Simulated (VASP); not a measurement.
Set up this calculation in VASP 6.6.1, as the native input.

```yaml
Task: single point
Functional: PBE
Potentials_or_basis: VASP PAW PBE potentials, release 64 (K_sv, Nb_sv, O)
Cutoff: 600 eV
k_mesh: 6 × 6 × 6
Occupations: gaussian, width 0.01 eV
Spin: no spin polarisation
Dipole_correction: no
Further_INCAR_settings: ALGO = Normal; EDIFF = 1e-06; NBANDS = 28
```

The structure of KNbO3 lies in POSCAR:

```
KNbO3
1.0
    4.1338836089      0.0000000000      0.0000000000
    0.0000000000      4.1338836089      0.0000000000
    0.0000000000      0.0000000000      4.1338836089
K Nb O
1 1 3
Direct
    0.0000000000      0.0000000000      0.0000000000
    0.5000000000      0.5000000000      0.5000000000
    0.0000000000      0.5000000000      0.5000000000
    0.5000000000      0.0000000000      0.5000000000
    0.5000000000      0.5000000000      0.0000000000
```

These files were run (other wordings do the same):

INCAR

```
  ALGO = Normal
  EDIFF = 1E-6
  ENCUT = 600
  GGA = PE
  GGA_COMPAT = False
  ISIF = 2
  ISMEAR = 0
  LASPH = True
  LCHARG = False
  LREAL = False
  LWAVE = False
  NBANDS = 28
  NELM = 120
  PREC = Accurate
  SIGMA = 0.01
```

KPOINTS

```
k-points
0
Gamma
  6 6 6
```

Potentials or basis: VASP PAW PBE potentials, release 64 (K_sv, Nb_sv, O).

Launch:

```sh
$ cat potpaw_PBE.64/K_sv/POTCAR potpaw_PBE.64/Nb_sv/POTCAR potpaw_PBE.64/O/POTCAR > POTCAR
$ mpirun -np 1 vasp_std > vasp.out
```

It gave:

* Pressure: -11.8 GPa
* Band gap on the k mesh: 1.35 eV, indirect (least direct gap 2.01 eV)

It took 35 s on 1 thread of AMD EPYC 9R45 96-Core Processor (Zen 5) (shared host), peak memory 0.2 GiB.
